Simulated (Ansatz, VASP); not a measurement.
# One calculation of PC, two programs

```
P C
1.0
     2.79319    0.00000    0.00000
    -1.39659    2.41897    0.00000
     0.00000    0.00000    2.66867
P C
1 1
Direct
  0.66667 0.33333 0.00000
  0.00000 0.00000 0.50000
```

Change from the starting cell: species swapped into the MgCd type (P-6m2, No. 187).

Alike in both runs: functional PBE; k mesh 8 × 8 × 4; occupations gaussian, width 0.2 eV; no spin polarisation.

Ansatz relaxed the structure, and its values are those at the end. VASP's run is a single point on that final structure, the one shown.

|  | VASP | Ansatz |
| --- | --- | --- |
| version | VASP 6.6.1 | Ansatz 0.2.0 |
| potentials or method | VASP PAW PBE potentials, release 64 (P, C), cutoff 600 eV | scalar-relativistic, plane waves, PAW |
| valence electrons in the cell | 9 | 9 |

Ansatz gave:

```
gap on the k mesh at the Fermi level (eV) : none
pressure (GPa)                            : -0.1
```

Which values does VASP return?

gap on the k mesh at the Fermi level (eV): none; pressure (GPa): -0.6.

A gap of «none» marks a metal or a gap that the smearing closes.

The k mesh is coarse, so the values compare programs but aren't converged.
